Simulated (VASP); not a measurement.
Wanted: the native input for a VASP 6.6.1 run.

```yaml
Task: single point
Functional: PBE
Potentials_or_basis: VASP PAW PBE potentials, release 64 (Bi_d, B, H)
Cutoff: 520 eV
k_mesh: 1 × 1 × 1
Occupations: gaussian, width 0.01 eV
Spin: no spin polarisation
Dipole_correction: no
Further_INCAR_settings: LREAL = Auto; ALGO = Normal; EDIFF = 1e-06; NBANDS = 32
```

The structure of BiB3H12 lies in POSCAR:

```
BiB3H12
1.0
   14.3000000000      0.0000000000      0.0000000000
    0.0000000000     14.6000000000      0.0000000000
    0.0000000000      0.0000000000     10.7100000000
Bi B H
1 3 12
Direct
    0.4591230800      0.5041842500      0.5686199800
    0.6284000000      0.5047527400      0.5039495800
    0.3739818200      0.6474863000      0.5039495800
    0.3749867100      0.3603143800      0.5039495800
    0.6852265700      0.5125390400      0.4201680700
    0.6410580400      0.4437109600      0.5800382800
    0.5589496500      0.4808109600      0.4312633100
    0.6116811200      0.5800767100      0.5521344500
    0.3386839200      0.6917945200      0.4201680700
    0.4216258700      0.6887438400      0.5800382800
    0.4298762200      0.6005472600      0.4312633100
    0.3157405600      0.5956431500      0.5521344500
    0.3534587400      0.3082191800      0.4201680700
    0.3146853100      0.3800979500      0.5800382800
    0.3885426600      0.4311945200      0.4312633100
    0.4499475500      0.3368335600      0.5521344500
```

One way to write it, as run:

INCAR

```
SYSTEM = BiB3H12
ALGO = Normal
EDIFF = 1E-6
ENCUT = 520
GGA = PE
ISIF = 2
ISMEAR = 0
LASPH = .True.
LCHARG = .False.
LREAL = Auto
LWAVE = .False.
NBANDS = 32
NELM = 80
PREC = Accurate
SIGMA = 0.01
```

KPOINTS

```
k-points
0
Gamma
  1 1 1
  0 0 0
```

Potentials or basis: VASP PAW PBE potentials, release 64 (Bi_d, B, H).

The run is started by

```bash
$ cat potpaw_PBE.64/Bi_d/POTCAR potpaw_PBE.64/B/POTCAR potpaw_PBE.64/H/POTCAR > POTCAR
$ mpirun -np 1 vasp_gam > vasp.out
```

It gave:

The largest force is 0.177 eV/Å and the gap between the frontier levels is 4.34 eV.

Caveat: spin-orbit coupling is left out, which moves the levels of the heavy elements.

Run time: 4.9 min on 1 thread of Intel(R) Xeon(R) Platinum 8259CL CPU @ 2.50GHz (Skylake/Cascade Lake) (shared host), peak memory 1.5 GiB.
